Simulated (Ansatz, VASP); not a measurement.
**Two plane-wave programs on TeW**

```
W Te
1.0
     0.00000    3.02418    3.02418
     3.02418    0.00000    3.02418
     3.02418    3.02418    0.00000
W Te
1 1
Cartesian
  0.0000 0.0000 0.0000
  1.5121 1.5121 1.5121
```

Alike in both runs: task single point; functional PBEsol; k mesh 12 × 12 × 12; occupations gaussian, width 0.1 eV; collinear spin.

|  | VASP | Ansatz |
| --- | --- | --- |
| version | VASP 6.6.1 | Ansatz 0.2.0 |
| potentials or method | VASP PAW PBE potentials, release 64 (W_sv, Te), cutoff 520 eV | scalar-relativistic, plane waves, PAW |
| valence electrons in the cell | 20 | 30 |

VASP gave:

| Property | Result |
| --- | --- |
| gap on the k mesh at the Fermi level (eV) | none |
| pressure (GPa) | 0.1 |
| net moment per atom (μB) | 0.68 |
| size of the moment on the site where the two differ most (μB) | 1.06 |

Q: Estimate Ansatz's values.

A: gap on the k mesh at the Fermi level (eV): none; pressure (GPa): 0.0; net moment per atom (μB): 0.68; size of the moment on the site where the two differ most (μB): 0.90.

VASP's potentials were made for PBE, not for PBEsol. Site moments also hang on the region over which each program counts them. A gap of «none» marks a metal or a gap that the smearing closes. VASP's potentials hold 20 valence electrons a cell and Ansatz's 30, so a difference there can come from the potentials and not from the codes.

Neither program's run includes spin-orbit coupling.
